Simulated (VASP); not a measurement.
# GaN (F-43m) in VASP: a series of runs

GaN is run at these levels: PBE, r2SCAN, PBE0; tasks: single point.

All numbers are computed with VASP 6.6.1; they aren't measurements. Logs are shortened: lines on timing, memory, paths and dates and some standing lists are left out, and cuts for length are marked.

### 1 The cell of the first run

It takes space group F-43m (No. 216, cubic). The conventional cell has a = 4.507 Å, b = 4.507 Å, c = 4.507 Å, α = 90.00°, β = 90.00°, γ = 90.00°. Ga (site symmetry -43m) has 4 N at 1.95 Å within 2.6 Å. Within 2.6 Å of N (site symmetry -43m) lie 4 Ga at 1.95 Å.

### 2 Single point, PBE

The input, INCAR:

```
  PREC = Accurate
  ENCUT = 600
  EDIFF = 1E-6
  ISMEAR = 0
  SIGMA = 0.01
  LREAL = F
  LASPH = T
  NELM = 120
  ALGO = Normal
  ISIF = 2
  LWAVE = F
  LCHARG = F
  GGA = PE
  NBANDS = 16
  GGA_COMPAT = F
```

The input, KPOINTS:

```
regular mesh
0
Gamma
  4 4 4
```

The input, POSCAR:

```
GaN
1.0
    0.0000000000      2.2535000000      2.2535000000
    2.2535000000      0.0000000000      2.2535000000
    2.2535000000      2.2535000000      0.0000000000
Ga N
1 1
Direct
    0.0000000000      0.0000000000      0.0000000000
    0.7500000000      0.7500000000      0.7500000000
```

Potentials or basis: VASP PAW PBE potentials, release 64 (Ga_d, N).

On the command line:

```
$ cat potpaw_PBE.64/Ga_d/POTCAR potpaw_PBE.64/N/POTCAR > POTCAR
$ mpirun -np 1 vasp_std > vasp.out
```

OUTCAR:

```text
PREC = Accurate
   ENCUT = 600
   EDIFF = 1E-6
   ISMEAR = 0
   LREAL = F
   LASPH = T
   NELM = 120
   ISIF = 2
   GGA = PE

 ion  position               nearest neighbor table
   1  0.000  0.000  0.000-   2 1.95   2 1.95   2 1.95   2 1.95
   2  0.750  0.750  0.750-   1 1.95   1 1.95   1 1.95   1 1.95

  LATTYP: Found a face centered cubic cell.
 ALAT       =     4.5070000000

  Lattice vectors:

 A1 = (   0.0000000000,   2.2535000000,   2.2535000000)
 A2 = (   2.2535000000,   0.0000000000,   2.2535000000)
 A3 = (   2.2535000000,   2.2535000000,   0.0000000000)

Analysis of symmetry for initial positions (statically):
=====================================================================
 Subroutine PRICEL returns:
 Original cell was already a primitive cell.

 Routine SETGRP: Setting up the symmetry group for a
 face centered cubic supercell.

 Subroutine GETGRP returns: Found 24 space group operations
 (whereof 24 operations were pure point group operations)
 out of a pool of 48 trial point group operations.

The static configuration has the point symmetry T_d .

Analysis of symmetry for dynamics (positions and initial velocities):
=====================================================================
 Subroutine PRICEL returns:
 Original cell was already a primitive cell.

 Routine SETGRP: Setting up the symmetry group for a
 face centered cubic supercell.

 Subroutine GETGRP returns: Found 24 space group operations
 (whereof 24 operations were pure point group operations)
 out of a pool of 48 trial point group operations.

The dynamic configuration has the point symmetry T_d .

 Subroutine INISYM returns: Found 24 space group operations
 (whereof 24 operations are pure point group operations),
 and found     1 'primitive' translations

----------------------------------------------------------------------------------------

                                     Primitive cell

  volume of cell :      22.8877

  direct lattice vectors                    reciprocal lattice vectors
     0.000000000  2.253500000  2.253500000    -0.221877080  0.221877080  0.221877080
     2.253500000  0.000000000  2.253500000     0.221877080 -0.221877080  0.221877080
     2.253500000  2.253500000  0.000000000     0.221877080  0.221877080 -0.221877080

  length of vectors
     3.186930263  3.186930263  3.186930263     0.384302376  0.384302376  0.384302376

  position of ions in fractional coordinates (direct lattice)
     0.000000000  0.000000000  0.000000000
[... 61 lines left out ...]
   EDIFF  = 0.1E-05   stopping-criterion for ELM
   LREAL  =      F    real-space projection
   EDIFFG = 0.1E-04   stopping-criterion for IOM
   NSW    =      0    number of steps for IOM
   IBRION =     -1    ionic relax: 0-MD 1-quasi-New 2-CG
   NFREE  =      0    steps in history (QN), initial steepest desc. (CG)
   ISIF   =      2    stress and relaxation
   ISYM   =      2    0-nonsym 1-usesym 2-fastsym
   POTIM  = 0.5000    time-step for ionic-motion
   TEBEG  =    0.0;   TEEND  =   0.0 temperature during run
   PSTRESS=    0.0 pullay stress
   NELECT =      18.0000    total number of electrons
   NUPDOWN=      -1.0000    fix difference up-down
   EMIN   =  10.00;   EMAX   =-10.00  energy-range for DOS
   EFERMI =   0.00;   METHOD = LEGACY
   ISMEAR =     0;   SIGMA  =   0.01  broadening in eV -4-tet -1-fermi 0-gaus
   EFERMI_NEDOS =   21; number of points for ismear=-14 and -15
   IALGO  =     38    algorithm
   IMIX   =      4    mixing-type and parameters
     AMIX     =   0.40;   BMIX     =  1.00
     AMIX_MAG =   1.60;   BMIX_MAG =  1.00
  volume/ion in A,a.u.               =      11.44        77.23
  Fermi-wavevector in a.u.,A,eV,Ry     =   1.511117  2.855597 31.068560  2.283475
  Thomas-Fermi vector in A             =   2.621217
   LORBIT       =      0    0 simple, 1 ext, 2 COOP (PROOUT), +10 PAW based schemes
   GGA     = PE    functional components
   LHFCALC =     F    Hartree Fock is set to
   AEXX    =    0.0000 exact exchange contribution
   IVDW    =     0    specifies the selected vdW correction
   LEPSILON=     F    determine dielectric tensor
   LRPA    =     F    only Hartree local field effects (RPA)
 non-spin polarized calculation
 Gauss-broadening in eV      SIGMA  =   0.01
  energy-cutoff  :      600.00
  volume of cell :       22.89
 maximum number of plane-waves:       778
 NGX is ok and might be reduce to    28
   NGX = 13   NGY = 13   NGZ = 13

 number of electron      18.0000005 magnetization

 Free energy of the ion-electron system (eV)
  ---------------------------------------------------
  ext. energy  EPLUGINS =         0.00000000
  ---------------------------------------------------
  free energy    TOTEN  =       -12.08113194 eV

  energy without entropy =      -12.08113194  energy(sigma->0) =      -12.08113194

 E-fermi :   5.4090     XC(G=0): -11.6561

 val. band max:        5.3290138749   @ k =   0.0000   0.0000   0.0000
 cond. band min:       7.0335468157   @ k =   0.0000   0.0000   0.0000
 fundamental gap:      1.7045329408
 Fermi energy:         5.4090408926

 k-point     1 :       0.0000    0.0000    0.0000
  band No.  band energies     occupation
      1     -10.6184      2.00000
      2      -8.1609      2.00000
      3      -8.1609      2.00000
      4      -8.1609      2.00000
      5      -7.8431      2.00000
      6      -7.8431      2.00000
[... 129 lines left out ...]
      3      -7.9880      2.00000
      4      -7.8341      2.00000
      5      -7.8323      2.00000
      6      -5.8639      2.00000
[... 8 lines left out ...]
     15      24.6542      0.00000
     16      28.9530      0.00000

------------------------ aborting loop because EDIFF is reached ----------------------------------------

  FORCE on cell =-STRESS in cart. coord.  units (eV):
  Direction    XX          YY          ZZ          XY          YZ          ZX
  --------------------------------------------------------------------------------------
  -------------------------------------------------------------------------------------
  Total        0.6955598      0.6955598      0.6955598     -0.0000000      0.0000000      0.0000000
  in kB       48.6902890     48.6902890     48.6902890     -0.0000000      0.0000000      0.0000000
  external PRESSURE =      48.6902890 kB  Pullay stress =       0.0000000 kB

 VOLUME and BASIS-vectors are now :
 -----------------------------------------------------------------------------
  energy-cutoff  :      600.00
  volume of cell :       22.89
      direct lattice vectors                 reciprocal lattice vectors
     0.000000000  2.253500000  2.253500000    -0.221877080  0.221877080  0.221877080
     2.253500000  0.000000000  2.253500000     0.221877080 -0.221877080  0.221877080
     2.253500000  2.253500000  0.000000000     0.221877080  0.221877080 -0.221877080

 POSITION                                       TOTAL-FORCE (eV/Angst)
 -----------------------------------------------------------------------------------
      0.00000      0.00000      0.00000        -0.000000     -0.000000     -0.000000
      3.38025      3.38025      3.38025         0.000000      0.000000      0.000000
 -----------------------------------------------------------------------------------
    total drift:                               -0.000000     -0.000000     -0.000000

  FREE ENERGIE OF THE ION-ELECTRON SYSTEM (eV)
  ---------------------------------------------------
  free  energy   TOTEN  =       -12.0811319443 eV

  energy  without entropy=      -12.0811319443  energy(sigma->0) =      -12.08113194
```

Wall time 3.4 s (1 thread of Intel Xeon 6975P-C (Granite Rapids), shared host); peak memory 0.15 GiB.

Results:

* Free energy: -12.0811 eV
* Pressure: 4.9 GPa
* Band gap on the k mesh: 1.70 eV

Caveat: the k points lie up to 0.60 Å⁻¹ apart.

### 3 Single point, r2SCAN

POSCAR is that of step 2.

The input, INCAR.step1:

```
SYSTEM = GaN
  PREC = Accurate
  ENCUT = 660
  ISMEAR = 0
  SIGMA = 0.01
  LREAL = .False.
  LASPH = .True.
  NELM = 120
  NBANDS = 16
  GGA = PE
  ALGO = Normal
  EDIFF = 1E-5
  LWAVE = .True.
  LCHARG = .False.
  GGA_COMPAT = .False.
```

The input, INCAR.step2:

```
SYSTEM = GaN
  PREC = Accurate
  ENCUT = 660
  EDIFF = 1E-6
  ISMEAR = 0
  SIGMA = 0.01
  LREAL = .False.
  LASPH = .True.
  NELM = 120
  ALGO = Normal
  ISIF = 2
  LWAVE = .False.
  LCHARG = .False.
  METAGGA = R2SCAN
  LMIXTAU = .True.
  NBANDS = 16
  ISTART = 1
  GGA_COMPAT = .False.
```

The input, KPOINTS:

```
Automatic mesh
0
Gamma
  4 4 4
  0 0 0
```

Potentials or basis: VASP PAW PBE potentials, release 64 (Ga_d, N).

On the command line:

```
$ cat potpaw_PBE.64/Ga_d/POTCAR potpaw_PBE.64/N/POTCAR > POTCAR
$ cp INCAR.step1 INCAR
$ mpirun -np 1 vasp_std > vasp.out
$ cp INCAR.step2 INCAR
$ mpirun -np 1 vasp_std > vasp.out
```

Run time: 14 s. Hardware: 1 thread of Intel Xeon 6975P-C (Granite Rapids), shared host; peak memory 0.16 GiB.

It converged, with:

```
Free energy            : -21.8390 eV
Pressure               : -0.1 GPa
Band gap on the k mesh : 2.10 eV
```

Levels at points of the mesh, in eV from the valence-band top:
| k point | band 6 | band 7 | band 8 | band 9 | band 10 | band 11 | band 12 | band 13 |
| --- | --- | --- | --- | --- | --- | --- | --- | --- |
| (0.00, 0.00, 0.00) | -13.53 | 0.00 | 0.00 | 0.00 | 2.10 | 10.97 | 10.97 | 10.97 |
| (0.50, 0.00, 0.00) | -12.39 | -7.18 | -1.00 | -1.00 | 5.14 | 9.43 | 10.96 | 10.96 |
| (0.50, 0.50, 0.00) | -12.00 | -6.24 | -2.79 | -2.79 | 3.73 | 7.21 | 12.57 | 14.92 |

Caveat: the k points lie up to 0.60 Å⁻¹ apart; the PAW data sets were made with another functional, which shifts forces and pressure a little.

### 4 Single point, PBE0

POSCAR is that of step 3.

The input, INCAR.step1:

```
PREC = Accurate
ENCUT = 520
EDIFF = 1E-5
ISMEAR = 0
SIGMA = 0.01
LREAL = False
LASPH = True
NELM = 120
ALGO = Normal
ISIF = 2
LWAVE = True
GGA = PE
NBANDS = 16
GGA_COMPAT = False
```

The input, INCAR.step2:

```
PREC = Accurate
ENCUT = 520
EDIFF = 1E-6
ISMEAR = 0
SIGMA = 0.01
LREAL = False
LASPH = True
NELM = 120
ALGO = Normal
ISIF = 2
LWAVE = False
LCHARG = True
GGA = PE
LHFCALC = True
AEXX = 0.25
PRECFOCK = Normal
LELF = True
LVHAR = True
ISTART = 1
NBANDS = 16
GGA_COMPAT = False
```

The input, KPOINTS:

```
regular mesh
0
Gamma
  4 4 4
```

Potentials or basis: VASP PAW PBE potentials, release 64 (Ga_d, N).

On the command line:

```
$ cat potpaw_PBE.64/Ga_d/POTCAR potpaw_PBE.64/N/POTCAR > POTCAR
$ cp INCAR.step1 INCAR
$ mpirun -np 1 vasp_std > vasp.out
$ cp INCAR.step2 INCAR
$ mpirun -np 1 vasp_std > vasp.out
```

OUTCAR:

```text
PREC = Accurate
   ENCUT = 520
   EDIFF = 1E-6
   ISMEAR = 0
   LREAL = False
   LASPH = True
   NELM = 120
   ISIF = 2
   GGA = PE
   LHFCALC = True
   AEXX = 0.25
   PRECFOCK = Normal
   ISTART = 1

 ion  position               nearest neighbor table
   1  0.000  0.000  0.000-   2 1.95   2 1.95   2 1.95   2 1.95
   2  0.750  0.750  0.750-   1 1.95   1 1.95   1 1.95   1 1.95

  LATTYP: Found a face centered cubic cell.
 ALAT       =     4.5070000000

  Lattice vectors:

 A1 = (   0.0000000000,   2.2535000000,   2.2535000000)
 A2 = (   2.2535000000,   0.0000000000,   2.2535000000)
 A3 = (   2.2535000000,   2.2535000000,   0.0000000000)

Analysis of symmetry for initial positions (statically):
=====================================================================
 Subroutine PRICEL returns:
 Original cell was already a primitive cell.

 Routine SETGRP: Setting up the symmetry group for a
 face centered cubic supercell.

 Subroutine GETGRP returns: Found 24 space group operations
 (whereof 24 operations were pure point group operations)
 out of a pool of 48 trial point group operations.

The static configuration has the point symmetry T_d .

Analysis of symmetry for dynamics (positions and initial velocities):
=====================================================================
 Subroutine PRICEL returns:
 Original cell was already a primitive cell.

 Routine SETGRP: Setting up the symmetry group for a
 face centered cubic supercell.

 Subroutine GETGRP returns: Found 24 space group operations
 (whereof 24 operations were pure point group operations)
 out of a pool of 48 trial point group operations.

The dynamic configuration has the point symmetry T_d .

[... 103 lines left out ...]
  Fermi-wavevector in a.u.,A,eV,Ry     =   1.511117  2.855597 31.068560  2.283475
  Thomas-Fermi vector in A             =   2.621217
   LORBIT       =      0    0 simple, 1 ext, 2 COOP (PROOUT), +10 PAW based schemes
   GGA     = PE    functional components
   LHFCALC =     T    Hartree Fock is set to
   PRECFOCK=normal    Normal, Fast or Accurate (Low or Medium for compatibility)
   ENCUT4O =  -1.0   cutoff for four orbital integrals eV
   NKREDX  =     1    reduce k-point grid by
   NKREDY  =     1    reduce k-point grid by
   NKREDZ  =     1    reduce k-point grid by
   AEXX    =    0.2500 exact exchange contribution
   HFSCREEN=    0.0000 screening length (either q_TF or 0.3 A-1)
   HFSCREENC=   0.0000 screening length for correlation (either q_TF or 0.3 A-1)
   ENCUTFOCK=  -1.0 apply spherical cutoff to Coloumb kernel
   IVDW    =     0    specifies the selected vdW correction
   LEPSILON=     F    determine dielectric tensor
   LRPA    =     F    only Hartree local field effects (RPA)
 non-spin polarized calculation
 Gauss-broadening in eV      SIGMA  =   0.01
  energy-cutoff  :      520.00
  volume of cell :       22.89
 maximum number of plane-waves:       636
  NGX = 18; NGY = 18; NGZ = 18

 number of electron      18.0000004 magnetization

 Free energy of the ion-electron system (eV)
  ---------------------------------------------------
  ext. energy  EPLUGINS =         0.00000000
  ---------------------------------------------------
  free energy    TOTEN  =       -15.65168330 eV

  energy without entropy =      -15.65168330  energy(sigma->0) =      -15.65168330

 E-fermi :   4.1440     XC(G=0):  -9.1557

 val. band max:        4.0725465822   @ k =   0.0000   0.0000   0.0000
 cond. band min:       7.8636979887   @ k =   0.0000   0.0000   0.0000
 fundamental gap:      3.7911514065
 Fermi energy:         4.1439703697

 k-point     1 :       0.0000    0.0000    0.0000
  band No.  band energies     occupation
      1     -13.3781      2.00000
      2     -11.5268      2.00000
      3     -11.5268      2.00000
      4     -11.5268      2.00000
      5     -11.2107      2.00000
      6     -11.2107      2.00000
[... 129 lines left out ...]
      3     -11.3662      2.00000
      4     -11.2176      2.00000
      5     -11.1996      2.00000
      6      -8.7238      2.00000
[... 8 lines left out ...]
     15      25.9530      0.00000
     16      30.7274      0.00000

------------------------ aborting loop because EDIFF is reached ----------------------------------------

  FORCE on cell =-STRESS in cart. coord.  units (eV):
  Direction    XX          YY          ZZ          XY          YZ          ZX
  --------------------------------------------------------------------------------------
  -------------------------------------------------------------------------------------
  Total       -0.2134878     -0.2134878     -0.2134878     -0.0000000     -0.0000000     -0.0000000
  in kB      -14.9444823    -14.9444823    -14.9444823     -0.0000000     -0.0000000     -0.0000000
  external PRESSURE =     -14.9444823 kB  Pullay stress =       0.0000000 kB

 VOLUME and BASIS-vectors are now :
 -----------------------------------------------------------------------------
  energy-cutoff  :      520.00
  volume of cell :       22.89
      direct lattice vectors                 reciprocal lattice vectors
     0.000000000  2.253500000  2.253500000    -0.221877080  0.221877080  0.221877080
     2.253500000  0.000000000  2.253500000     0.221877080 -0.221877080  0.221877080
     2.253500000  2.253500000  0.000000000     0.221877080  0.221877080 -0.221877080

 POSITION                                       TOTAL-FORCE (eV/Angst)
 -----------------------------------------------------------------------------------
      0.00000      0.00000      0.00000        -0.000000     -0.000000     -0.000000
      3.38025      3.38025      3.38025         0.000000      0.000000      0.000000
 -----------------------------------------------------------------------------------
    total drift:                               -0.000031     -0.000034     -0.000030

  FREE ENERGIE OF THE ION-ELECTRON SYSTEM (eV)
  ---------------------------------------------------
  free  energy   TOTEN  =       -15.6516832972 eV

  energy  without entropy=      -15.6516832972  energy(sigma->0) =      -15.65168330
```

It took 99 s on 1 thread of Intel Xeon 6975P-C (Granite Rapids), shared host; peak memory 0.14 GiB.

What came out:

```yaml
Free_energy: -15.6517 eV
Pressure: -1.5 GPa
Band_gap_on_the_k_mesh: 3.79 eV
```

Caveat: the k points lie up to 0.60 Å⁻¹ apart; the PAW data sets were made with another functional, which shifts forces and pressure a little.

### 5 Summary

```csv
level,cutoff (eV),grid for exact exchange (PRECFOCK),share of exact exchange,gap on the mesh (eV),pressure (GPa)
PBE,600,-,-,1.70,4.9
r2SCAN,660,-,-,2.10,-0.1
PBE0,520,Normal,0.25,3.79,-1.5
```

Alike in all rows: task single point; potentials or basis VASP PAW PBE potentials, release 64 (Ga_d, N); no spin polarisation; cell as given; k mesh 4 × 4 × 4; smearing gaussian 0.01 eV.

Caveats: all runs use coarse meshes; the PAW data sets were made with another functional, which shifts forces and pressure a little (at least some runs).

Absolute energies hang on the potentials; compare differences alone.
